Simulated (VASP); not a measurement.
Set up this calculation in VASP 6.6.1, as the native input.

```yaml
Task: relaxation of cell and atoms
Functional: PBE
Potentials_or_basis: VASP PAW PBE potentials, release 64 (Ta_pv)
Cutoff: 600 eV
k_mesh: 11 × 11 × 11
Occupations: fermi-dirac, width 0.05 eV
Spin: no spin polarisation
Target_pressure: 10 GPa
Dipole_correction: no
Further_INCAR_settings: ALGO = Normal; EDIFF = 1e-06; IBRION = 2; EDIFFG = -0.01; NSW = 60; ISIF = 3
```

The structure of Ta lies in POSCAR:

```
Ta
1.0
   -1.6512800000      1.6512800000      1.6512800000
    1.6512800000     -1.6512800000      1.6512800000
    1.6512800000      1.6512800000     -1.6512800000
Ta
1
Direct
    0.0000000000      0.0000000000      0.0000000000
```

One way to write it, as run:

INCAR

```
SYSTEM = Ta
PREC = Accurate ; ENCUT = 600
EDIFF = 1E-6 ; ISMEAR = -1
SIGMA = 0.05 ; LREAL = .False.
LASPH = .True. ; NELM = 80
ALGO = Normal ; ISIF = 3
LWAVE = .False. ; LCHARG = .False.
GGA = PE ; IBRION = 2
NSW = 60 ; EDIFFG = -0.01
PSTRESS = 100.0
```

KPOINTS

```
Automatic mesh
0
Gamma
  11 11 11
  0 0 0
```

Potentials or basis: VASP PAW PBE potentials, release 64 (Ta_pv).

The run is started by

```console
$ cat potpaw_PBE.64/Ta_pv/POTCAR > POTCAR
$ mpirun -np 1 vasp_std > vasp.out
```

Results of the run:

The relaxed volume is 17.43 Å³/atom and the relaxed cell is a = 2.829 Å, b = 2.829 Å, c = 2.829 Å, α = 109.47°, β = 109.47°, γ = 109.47°. The space group after relaxing (to 0.05 Å) is Im-3m (No. 229). The energy change on relaxing (the enthalpy is what falls) is +22.4 meV/atom. The ionic steps are 4. The pressure after relaxing is 10.0 GPa.

Caveat: the cell is relaxed towards a set pressure, so the enthalpy falls and the energy may rise.

Run time: 16 s on 1 thread of Intel(R) Xeon(R) Platinum 8375C CPU @ 2.90GHz (Ice Lake) (shared host), peak memory 0.15 GiB.
